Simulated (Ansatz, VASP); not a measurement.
Two plane-wave programs on Cd

```
Cd
1.0
     2.95888    0.00000    0.00000
    -1.47944    2.56246    0.00000
     0.00000    0.00000    5.57995
Cd
2
Direct
  0.66667 0.33333 0.75000
  0.33333 0.66667 0.25000
```

Alike in both runs: task single point; functional LDA; k mesh 10 × 10 × 5; occupations fermi-dirac, width 0.05 eV; no spin polarisation.

|  | VASP | Ansatz |
| --- | --- | --- |
| version | VASP 6.6.1 | Ansatz 0.2.0 |
| potentials or method | VASP PAW LDA potentials, release 64 (Cd) | Ansatz PAW |
| plane-wave cutoff (eV) | 520 | 420 |
| valence electrons in the cell | 24 | 40 |

VASP gave:

- gap on the k mesh at the Fermi level (eV): none
- pressure (GPa): -2.9
- traceless stress, the component that is largest in VASP (GPa): -0.08

**Question.** What did Ansatz give for the same quantities?

**Answer.** gap on the k mesh at the Fermi level (eV): none; pressure (GPa): -3.4; traceless stress, the component that is largest in VASP (GPa): 0.14.

LDA's correlation is that of Perdew and Zunger in VASP and of Perdew and Wang (1992) in Ansatz. A gap of «none» marks a metal or a gap that the smearing closes. VASP's potentials hold 24 valence electrons a cell and Ansatz's 40, so a difference there can come from the potentials and not from the codes.
